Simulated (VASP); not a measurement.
A run of VASP 6.6.1 is set up as follows.

File POSCAR:

```
TaN
1.0
    5.3960398706      0.0000000000      0.0000000000
   -2.6980199353      4.6731076098      0.0000000000
    0.0000000000      0.0000000000      3.0230700661
Ta N
3 3
Direct
    0.3333333333      0.6666666667      0.5000000000
    0.6666666667      0.3333333333      0.5000000000
    0.0000000000      0.0000000000      0.0000000000
    0.3928500000      0.0000000000      0.0000000000
    0.6071500000      0.6071500000      0.0000000000
    0.0000000000      0.3928500000      0.0000000000
```

Contents of INCAR.step1:

```
SYSTEM = TaN
PREC     = Accurate       ! precision mode
ENCUT    = 520            ! plane-wave cutoff, eV
ISMEAR   = -1             ! smearing method
SIGMA    = 0.1            ! smearing width, eV
LREAL    = .False.        ! projectors in reciprocal space
LASPH    = .True.         ! aspherical terms in the spheres
NELM     = 100            ! most SCF steps
NBANDS   = 33             ! bands
GGA      = PE             ! functional
ALGO     = Normal         ! electronic algorithm
EDIFF    = 1E-4           ! SCF threshold, eV
LWAVE    = .True.         ! write WAVECAR
LCHARG   = .False.        ! write CHGCAR
```

INCAR.step2

```
SYSTEM = TaN
PREC     = Accurate       ! precision mode
ENCUT    = 520            ! plane-wave cutoff, eV
EDIFF    = 1E-6           ! SCF threshold, eV
ISMEAR   = -1             ! smearing method
SIGMA    = 0.1            ! smearing width, eV
LREAL    = .False.        ! projectors in reciprocal space
LASPH    = .True.         ! aspherical terms in the spheres
NELM     = 100            ! most SCF steps
ALGO     = Normal         ! electronic algorithm
ISIF     = 2              ! what is computed and relaxed
LWAVE    = .False.        ! write WAVECAR
LCHARG   = .True.         ! write CHGCAR
METAGGA  = R2SCAN         ! meta-GGA
LMIXTAU  = .True.       
IVDW     = 12             ! dispersion correction
VDW_S6   = 1.0          
VDW_S8   = 0.78981345   
VDW_A1   = 0.49484001   
VDW_A2   = 5.73083694   
LELF     = .True.         ! ELF
LVHAR    = .True.       
NBANDS   = 33             ! bands
ISTART   = 1
```

The input KPOINTS:

```
Automatic mesh
0
Gamma
  5 5 8
  0 0 0
```

Potentials or basis: VASP PAW PBE potentials, release 64 (Ta_pv, N).

Command:

```console
$ cat potpaw_PBE.64/Ta_pv/POTCAR potpaw_PBE.64/N/POTCAR > POTCAR
$ cp INCAR.step1 INCAR
$ mpirun -np 1 vasp_std > vasp.out
$ cp INCAR.step2 INCAR
$ mpirun -np 1 vasp_std > vasp.out
```

**Question.** Estimate the band gap on the k mesh.

**Answer.** Zero (bands 24 and 25 overlap by 2.87 eV).

**Question.** What does it give for the dispersion energy per atom?

**Answer.** -0.186 eV.

Stress tensor (GPa, compression positive):
```
-30.02   0.00   0.00
  0.00 -30.02   0.00
  0.00   0.00 -32.51
```

Caveat: three body term missing; the cell stands under tension; the PAW data sets were made with another functional, which shifts forces and pressure a little; spin-orbit coupling is left out, which moves the levels of the heavy elements.
